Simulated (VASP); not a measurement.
A run of VASP 6.6.1 is set up as follows.

INCAR

```
SYSTEM = Pt
ALGO     = Fast           ! electronic algorithm
EDIFF    = 1E-7           ! SCF threshold, eV
ENCUT    = 520            ! plane-wave cutoff, eV
GGA      = CA             ! functional
ISIF     = 2              ! what is computed and relaxed
ISMEAR   = 0              ! smearing method
LASPH    = .True.         ! aspherical terms in the spheres
LCHARG   = .False.        ! write CHGCAR
LREAL    = .False.        ! projectors in reciprocal space
LWAVE    = .False.        ! write WAVECAR
NBANDS   = 11             ! bands
NELM     = 100            ! most SCF steps
PREC     = Accurate       ! precision mode
SIGMA    = 0.15           ! smearing width, eV
```

KPOINTS

```
k-points
0
Gamma
  22 22 22
  0 0 0
```

File POSCAR:

```
Pt
1.0
   -1.1817811914      1.6398213348      1.6398213348
    1.6398213348     -1.1817811914      1.6398213348
    1.6398213348      1.6398213348     -1.1817811914
Pt
1
Direct
    0.0000000000      0.0000000000      0.0000000000
```

Potentials or basis: VASP PAW LDA potentials, release 64 (Pt).

Run with:

```console
$ cat potpaw_LDA.64/Pt/POTCAR > POTCAR
$ mpirun -np 1 vasp_std > vasp.out
```

(1) What does it give for the pressure?

(2) Estimate the band gap on the k mesh.

Answers

(1) -3.1 GPa.

(2) zero (bands 5 and 6 overlap by 2.77 eV).

Caveat: the cell stands under tension; spin-orbit coupling is left out, which moves the levels of the heavy elements.
